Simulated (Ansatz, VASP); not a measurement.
# ZrGeSe3 in VASP and in Ansatz

```
CELL_PARAMETERS angstrom
3.73110 0.00000 0.00000
-1.86555 3.23123 0.00000
0.00000 0.00000 38.09444
ATOMIC_POSITIONS crystal
Zr 0.33333 0.66667 0.32130
Ge 0.00000 0.00000 0.21155
Se 0.33333 0.66667 0.17461
Se 0.00000 0.00000 0.36314
Se 0.66667 0.33333 0.27834
```

Alike in both runs: functional PBE; dispersion D3(BJ); k mesh 12 × 12 × 1; occupations gaussian, width 0.1 eV; no spin polarisation.

Ansatz relaxed the structure, and its values are those at the end. VASP's run is a single point on that final structure, the one shown.

|  | VASP | Ansatz |
| --- | --- | --- |
| version | VASP 6.6.1 | Ansatz 0.2.0 |
| potentials or method | VASP PAW PBE potentials, release 64 (Zr_sv, Ge_d, Se), cutoff 520 eV | scalar-relativistic, plane waves, PAW |
| valence electrons in the cell | 44 | 74 |

```tsv
	VASP	Ansatz	Ansatz less VASP
gap on the k mesh at the Fermi level (eV)	none	none	-
rms of the force components (eV/Å)	0.012	0.000	-0.0115
```

A gap of «none» marks a metal or a gap that the smearing closes. VASP's potentials hold 44 valence electrons a cell and Ansatz's 74, so a difference there can come from the potentials and not from the codes. Ansatz's warnings: structure snapped to symmetry.
